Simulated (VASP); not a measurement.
Set up this calculation in VASP 6.6.1, as the native input.

```yaml
Task: relaxation of cell and atoms
Functional: PBEsol
Potentials_or_basis: VASP PAW PBE potentials, release 64 (Mg, Zn, O)
Cutoff: 600 eV
k_mesh: 9 × 9 × 4
Occupations: methfessel-paxton, width 0.02 eV
Spin: no spin polarisation
Dipole_correction: no
Further_INCAR_settings: ALGO = Normal; EDIFF = 1e-06; IBRION = 2; EDIFFG = -0.01; NSW = 80; ISIF = 3
```

The structure of Mg2ZnO3 lies in POSCAR:

```
Mg2ZnO3
1.0
    3.0329990000      0.0000000000      0.0000000000
   -1.5164990000      2.6266540000      0.0000000000
    0.0000000000      0.0000000000      7.4033160000
Mg Zn O
2 1 3
Direct
    0.3333333333      0.6666666667      0.6658000000
    0.6666666667      0.3333333333      0.3342000000
    0.0000000000      0.0000000000      0.0000000000
    0.3333333333      0.6666666667      0.1726190000
    0.6666666667      0.3333333333      0.8273810000
    0.0000000000      0.0000000000      0.5000000000
```

The input as run:

INCAR

```
PREC = Accurate
ENCUT = 600
EDIFF = 1E-6
ISMEAR = 1
SIGMA = 0.02
LREAL = False
LASPH = True
NELM = 100
ALGO = Normal
ISIF = 3
LWAVE = False
LCHARG = False
GGA = PS
IBRION = 2
NSW = 80
EDIFFG = -0.01
```

KPOINTS

```
Automatic mesh
0
Gamma
  9 9 4
```

Potentials or basis: VASP PAW PBE potentials, release 64 (Mg, Zn, O).

Command:

```console
$ cat potpaw_PBE.64/Mg/POTCAR potpaw_PBE.64/Zn/POTCAR potpaw_PBE.64/O/POTCAR > POTCAR
$ mpirun -np 1 vasp_std > vasp.out
```

Results of the run:

The relaxed volume is 9.46 Å³/atom. The relaxed cell is a = 2.995 Å, b = 2.995 Å, c = 7.306 Å, α = 90.00°, β = 90.00°, γ = 120.00°. The space group after relaxing (to 0.1 Å) is P-3m1 (No. 164), the energy gained by relaxing is 7.3 meV/atom and the ionic steps are 6. The pressure after relaxing is -0.1 GPa, the largest force after relaxing is 0.008 eV/Å and the band gap on the k mesh is 3.05 eV (least direct gap 3.14 eV).

Caveat: the PAW data sets were made with another functional, which shifts forces and pressure a little.

Run time: 2 min on 1 thread of Intel(R) Xeon(R) Platinum 8488C (Sapphire Rapids), on a shared host, peak memory 0.23 GiB.
